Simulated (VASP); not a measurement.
A run of VASP 6.6.1 is set up as follows.

INCAR

```
ALGO     = Fast           # electronic algorithm
EDIFF    = 1E-6           # SCF threshold, eV
ENCUT    = 520            # plane-wave cutoff, eV
GGA      = PE             # functional
ISIF     = 2              # what is computed and relaxed
ISMEAR   = 0              # smearing method
LASPH    = True           # aspherical terms in the spheres
LCHARG   = False          # write CHGCAR
LREAL    = False          # projectors in reciprocal space
LWAVE    = False          # write WAVECAR
NBANDS   = 18             # bands
NELM     = 60             # most SCF steps
PREC     = Accurate       # precision mode
SIGMA    = 0.1            # smearing width, eV
```

File KPOINTS:

```
k-points
0
Gamma
  14 14 10
```

The input POSCAR:

```
Au
1.0
    2.9140837403     -0.0181297706      0.3742872889
   -0.0315686298      2.9122011797      0.3878033253
   -0.5131328428     -0.5341236608      3.9692198438
Au
2
Direct
    0.2500000000      0.2500000000      0.7500000000
    0.7500000000      0.7500000000      0.2500000000
```

Potentials or basis: VASP PAW PBE potentials, release 64 (Au).

Launch:

```sh
$ cat potpaw_PBE.64/Au/POTCAR > POTCAR
$ mpirun -np 1 vasp_std > vasp.out
```

Task: Estimate the pressure.

Result: 4.5 GPa.

Task: What does it give for the band gap on the k mesh?

Result: Zero (band 11 reaches 13.55 eV, above the bottom of band 12 at 6.44 eV).

Caveat: spin-orbit coupling is left out, which moves the levels of the heavy elements.
